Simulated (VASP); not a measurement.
Write the native input for VASP 6.6.1 that does the following.

```
Task                   : single point
Functional             : PBE
Potentials or basis    : VASP PAW PBE potentials, release 64 (Sc_sv, Te)
Cutoff                 : 520 eV
k mesh                 : 4 × 4 × 2
Occupations            : gaussian, width 0.1 eV
Spin                   : no spin polarisation
Dipole correction      : no
Further INCAR settings : ALGO = Normal; EDIFF = 1e-07; NBANDS = 40
```

The structure of Sc5Te lies in POSCAR:

```
Sc5Te
1.0
    3.7868009000      0.0000000000      0.0000000000
    0.0000000000      3.7868009000      0.0000000000
    0.0000000000      0.0000000000     10.0421327000
Sc Te
5 1
Direct
    0.5000000000      0.5000000000      0.3329780000
    0.5000000000      0.5000000000      0.6670220000
    0.0000000000      0.0000000000      0.1576160000
    0.0000000000      0.0000000000      0.8423840000
    0.0000000000      0.0000000000      0.5000000000
    0.5000000000      0.5000000000      0.0000000000
```

The cell was built from a structure type or drawn by symmetry, and may not be a known phase.

These files were run (other wordings do the same):

INCAR

```
SYSTEM = Sc5Te
PREC     = Accurate       ! precision mode
ENCUT    = 520            ! plane-wave cutoff, eV
EDIFF    = 1E-7           ! SCF threshold, eV
ISMEAR   = 0              ! smearing method
SIGMA    = 0.1            ! smearing width, eV
LREAL    = .FALSE.        ! projectors in reciprocal space
LASPH    = .TRUE.         ! aspherical terms in the spheres
NELM     = 80             ! most SCF steps
ALGO     = Normal         ! electronic algorithm
ISIF     = 2              ! what is computed and relaxed
LWAVE    = .FALSE.        ! write WAVECAR
LCHARG   = .FALSE.        ! write CHGCAR
GGA      = PE             ! functional
NBANDS   = 40             ! bands
```

KPOINTS

```
Automatic mesh
0
G
  4 4 2
  0 0 0
```

Potentials or basis: VASP PAW PBE potentials, release 64 (Sc_sv, Te).

Launch:

```bash
$ cat potpaw_PBE.64/Sc_sv/POTCAR potpaw_PBE.64/Te/POTCAR > POTCAR
$ mpirun -np 1 vasp_std > vasp.out
```

It gave:

```json
{
 "Pressure": "0.0 GPa",
 "Largest force": "0.042 eV/Å",
 "Band gap on the k mesh": "zero (an odd number of electrons rules out a gap without spin polarisation)"
}
```

Caveat: the k points lie up to 0.41 Å⁻¹ apart, too coarse for converged energies and pressures of a metal; spin-orbit coupling is left out, which moves the levels of the heavy elements.

Wall time 48 s on 1 thread of Intel(R) Xeon(R) 6975P-C (Granite Rapids), with other jobs on the host, peak memory 0.25 GiB.
